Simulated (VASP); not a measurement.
## Se: single point with PBE

Se:

```xyz
6
Lattice="5.6810 3.2799 1.4911 -5.6810 3.2799 1.4911 0.0000 -6.5599 1.4911" Properties=species:S:1:pos:R:3 pbc="T T T"
Se    0.6712   -4.5696    2.0299
Se    3.6218    2.8661    2.0299
Se   -4.2930    1.7035    2.0299
Se   -0.6712    4.5696    2.4434
Se   -3.6218   -2.8661    2.4434
Se    4.2930   -1.7035    2.4434
```

This cell differs from its parent crystal: zz strain of +1 %.

```
Program                : VASP 6.6.1
Task                   : single point
Functional             : PBE
Potentials or basis    : VASP PAW PBE potentials, release 64 (Se)
Cutoff                 : 520 eV
k mesh                 : 6 × 6 × 6
Occupations            : fermi-dirac, width 0.01 eV
Spin                   : no spin polarisation
Dipole correction      : no
Further INCAR settings : ALGO = Normal; EDIFF = 1e-06; NBANDS = 27
```

| Property | Result |
| --- | --- |
| Pressure | 2.4 GPa |
| Largest force | 0.437 eV/Å |
| Band gap on the k mesh | 1.24 eV (least direct gap 1.48 eV) |

Forces in eV/Å, atoms in the order of the input:
```
Se   0.161  0.325  0.243
Se  -0.362 -0.023  0.243
Se   0.201 -0.302  0.243
Se  -0.161 -0.325 -0.243
Se   0.362  0.023 -0.243
Se  -0.201  0.302 -0.243
```

Stress tensor (GPa, compression positive):
```
2.59 0.00 0.00
0.00 2.59 0.00
0.00 0.00 2.16
```

Levels at points of the mesh, in eV from the valence-band top:
```csv
k point,band 14,band 15,band 16,band 17,band 18,band 19,band 20,band 21,band 22,band 23
"(0.00, 0.00, 0.00)",-1.24,-0.74,-0.74,-0.66,-0.66,1.79,1.79,2.61,2.81,2.81
"(0.50, 0.00, 0.00)",-1.43,-1.24,-0.86,-0.33,-0.32,1.74,1.90,2.64,3.04,3.15
"(0.50, 0.50, 0.00)",-1.43,-1.39,-1.13,-0.88,-0.33,1.50,1.76,2.30,3.00,3.39
"(0.50, 0.50, 0.50)",-1.49,-1.49,-1.23,-1.23,0.00,1.48,1.48,1.91,3.57,4.23
```

Run time: 120 s on 1 thread of AMD EPYC 9R45 96-Core Processor (Zen 5), on a shared host, peak memory 0.36 GiB.

Caveat: the cell differs from its parent crystal (zz strain of +1 %); this functional lacks dispersion, which holds the molecules together, so the pressure and a relaxed volume are unreliable. A k mesh can miss the band edges.
